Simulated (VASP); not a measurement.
Wanted: the native input for a VASP 6.6.1 run.

```yaml
Task: single point
Functional: r2SCAN
Potentials_or_basis: VASP PAW PBE potentials, release 64 (Pb_d)
Cutoff: 520 eV
k_mesh: 9 × 9 × 9
Occupations: fermi-dirac, width 0.05 eV
Spin: no spin polarisation
Dipole_correction: no
Further_INCAR_settings: ALGO = Normal; EDIFF = 1e-06; NBANDS = 13
```

Pb:

```
CELL_PARAMETERS angstrom
0.00000 2.50759 2.50759
2.50759 0.00000 2.50759
2.50759 2.50759 0.00000
ATOMIC_POSITIONS crystal
Pb 0.00000 0.00000 0.00000
```

One way to write it, as run:

POSCAR

```
Pb
1.0
    0.0000000000      2.5075897876      2.5075897876
    2.5075897876      0.0000000000      2.5075897876
    2.5075897876      2.5075897876      0.0000000000
Pb
1
Direct
    0.0000000000      0.0000000000      0.0000000000
```

INCAR.step1

```
SYSTEM = Pb
  PREC = Accurate
  ENCUT = 520
  ISMEAR = -1
  SIGMA = 0.05
  LREAL = .FALSE.
  LASPH = .TRUE.
  NELM = 80
  NBANDS = 13
  GGA = PE
  ALGO = Normal
  EDIFF = 1E-4
  LWAVE = .TRUE.
  LCHARG = .FALSE.
```

INCAR.step2

```
SYSTEM = Pb
  PREC = Accurate
  ENCUT = 520
  EDIFF = 1E-6
  ISMEAR = -1
  SIGMA = 0.05
  LREAL = .FALSE.
  LASPH = .TRUE.
  NELM = 80
  ALGO = Normal
  ISIF = 2
  LWAVE = .FALSE.
  LCHARG = .TRUE.
  METAGGA = R2SCAN
  LMIXTAU = .TRUE.
  LELF = .TRUE.
  LVHAR = .TRUE.
  NBANDS = 13
  ISTART = 1
```

KPOINTS

```
regular mesh
0
G
  9 9 9
  0 0 0
```

Potentials or basis: VASP PAW PBE potentials, release 64 (Pb_d).

The run is started by

```bash
$ cat potpaw_PBE.64/Pb_d/POTCAR > POTCAR
$ cp INCAR.step1 INCAR
$ mpirun -np 1 vasp_std > vasp.out
$ cp INCAR.step2 INCAR
$ mpirun -np 1 vasp_std > vasp.out
```

Results of the run:

```
Pressure               : -0.7 GPa
Band gap on the k mesh : zero (band 7 reaches 14.20 eV, above the bottom of band 8 at 5.23 eV)
```

Caveat: the PAW data sets were made with another functional, which shifts forces and pressure a little; spin-orbit coupling is left out, which moves the levels of the heavy elements.

Wall time 34 s on 1 thread of Intel(R) Xeon(R) Platinum 8559C (Emerald Rapids) (shared host), peak memory 0.16 GiB.
